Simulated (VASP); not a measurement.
Set up this calculation in VASP 6.6.1, as the native input.

```yaml
Task: single point
Functional: PBE
Potentials_or_basis: VASP PAW PBE potentials, release 64 (Ir, Cl)
Cutoff: 520 eV
k_mesh: 10 × 7 × 1
Occupations: gaussian, width 0.1 eV
Spin: no spin polarisation
Dipole_correction: yes
Further_INCAR_settings: ALGO = Fast; EDIFF = 1e-06; NBANDS = 30
```

The structure of Ir4Cl lies in POSCAR:

```
Ir4Cl
1.0
    2.7367600872      0.0000000000      0.0000000000
    0.0000000000      3.8703632323      0.0000000000
    0.0000000000      0.0000000000     19.4599433730
Ir Cl
4 1
Direct
    0.5000000000      0.5000000000      0.2055504440
    0.0000000000      0.0000000000      0.2758682254
    0.5000000000      0.5000000000      0.3454282605
    0.0000000000      0.0000000000      0.4090424736
    0.3333333333      0.2500000000      0.5117956067
```

One way to write it, as run:

INCAR

```
SYSTEM = Ir4Cl
ALGO = Fast ; DIPOL = 0.5 0.5 0.350
EDIFF = 1E-6 ; ENCUT = 520
GGA = PE ; IDIPOL = 3
ISIF = 2 ; ISMEAR = 0
LASPH = .True. ; LCHARG = .True.
LDIPOL = .True. ; LELF = .True.
LREAL = .False. ; LVACPOTAV = .True.
LVHAR = .True. ; LWAVE = .False.
NBANDS = 30 ; NELM = 100
PREC = Accurate ; SIGMA = 0.1
```

KPOINTS

```
k-points
0
Gamma
  10 7 1
  0 0 0
```

Potentials or basis: VASP PAW PBE potentials, release 64 (Ir, Cl).

Command:

```bash
$ cat potpaw_PBE.64/Ir/POTCAR potpaw_PBE.64/Cl/POTCAR > POTCAR
$ mpirun -np 1 vasp_std > vasp.out
```

It gave:

The largest force is 1.558 eV/Å and the band gap on the k mesh is zero (an odd number of electrons rules out a gap without spin polarisation).

Caveat: spin-orbit coupling is left out, which moves the levels of the heavy elements.

Run time: 9.8 min on 1 thread of Oxide Virtual Turin-like Processor, on a shared host, peak memory 0.36 GiB.
